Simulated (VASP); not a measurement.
Wanted: the native input for a VASP 6.6.1 run.

* Task: single point
* Functional: LDA
* Potentials or basis: VASP PAW LDA potentials, release 64 (Zn)
* Cutoff: 520 eV
* k mesh: 19 × 19 × 19
* Occupations: fermi-dirac, width 0.08 eV
* Spin: no spin polarisation
* Dipole correction: no
* Further INCAR settings: ALGO = Normal; EDIFF = 1e-07; NBANDS = 19

The structure of Zn lies in POSCAR:

```
Zn
1.0
   -2.1708852055      2.1708852055      1.1032566526
    2.1708852055     -2.1708852055      1.1032566526
    2.1708852055      2.1708852055     -1.1032566526
Zn
2
Direct
   -0.3750000000     -0.1250000000     -0.2500000000
    0.3750000000      0.1250000000      0.2500000000
```

These files were run (other wordings do the same):

INCAR

```
SYSTEM = Zn
PREC     = Accurate       ! precision mode
ENCUT    = 520            ! plane-wave cutoff, eV
EDIFF    = 1E-7           ! SCF threshold, eV
ISMEAR   = -1             ! smearing method
SIGMA    = 0.08           ! smearing width, eV
LREAL    = .False.        ! projectors in reciprocal space
LASPH    = .True.         ! aspherical terms in the spheres
NELM     = 100            ! most SCF steps
ALGO     = Normal         ! electronic algorithm
ISIF     = 2              ! what is computed and relaxed
LWAVE    = .False.        ! write WAVECAR
LCHARG   = .False.        ! write CHGCAR
GGA      = CA             ! functional
NBANDS   = 19             ! bands
```

KPOINTS

```
regular mesh
0
Gamma
  19 19 19
  0 0 0
```

Potentials or basis: VASP PAW LDA potentials, release 64 (Zn).

Run with:

```console
$ cat potpaw_LDA.64/Zn/POTCAR > POTCAR
$ mpirun -np 1 vasp_std > vasp.out
```

It gave:

The pressure is 80.4 GPa. The band gap on the k mesh is zero (band 12 reaches 11.73 eV, above the bottom of band 13 at 3.87 eV).

Run time: 57 s on 1 thread of Intel(R) Xeon(R) 6975P-C (Granite Rapids) (shared host), peak memory 0.27 GiB.
